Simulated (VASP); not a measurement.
A run of VASP 6.6.1:

The input INCAR:

```
PREC = Accurate
ENCUT = 520
EDIFF = 1E-6
ISMEAR = 0
SIGMA = 0.1
LREAL = F
LASPH = T
NELM = 80
ALGO = Normal
ISIF = 2
LWAVE = F
LCHARG = T
GGA = PE
LELF = T
LVHAR = T
NBANDS = 17
```

Contents of KPOINTS:

```
Automatic mesh
0
Gamma
  6 6 4
```

File POSCAR:

```
TaH5
1.0
    3.5794351134      0.0000000000      0.0000000000
   -1.7897175567      3.0998817394      0.0000000000
    0.0000000000      0.0000000000      3.0913096899
Ta H
1 5
Direct
    0.0000000000      0.0000000000      0.5000000000
    0.6904646350      0.0000000000      0.0000000000
    0.3095353650      0.3095353650      0.0000000000
    0.0000000000      0.6904646350      0.0000000000
    0.6666666667      0.3333333333      0.5000000000
    0.3333333333      0.6666666667      0.5000000000
```

Potentials or basis: VASP PAW PBE potentials, release 64 (Ta_pv, H).

Run with:

```sh
$ cat potpaw_PBE.64/Ta_pv/POTCAR potpaw_PBE.64/H/POTCAR > POTCAR
$ mpirun -np 1 vasp_std > vasp.out
```

Hardware: 1 thread of AMD EPYC 7R13 Processor (Zen 3), on a shared host.

**Question.** How long does it take, and how much memory?

**Answer.** Wall time 10 s on 1 thread of AMD EPYC 7R13 Processor (Zen 3) (shared host), peak memory 0.12 GiB. Counts: scf iterations 13, k points 21.
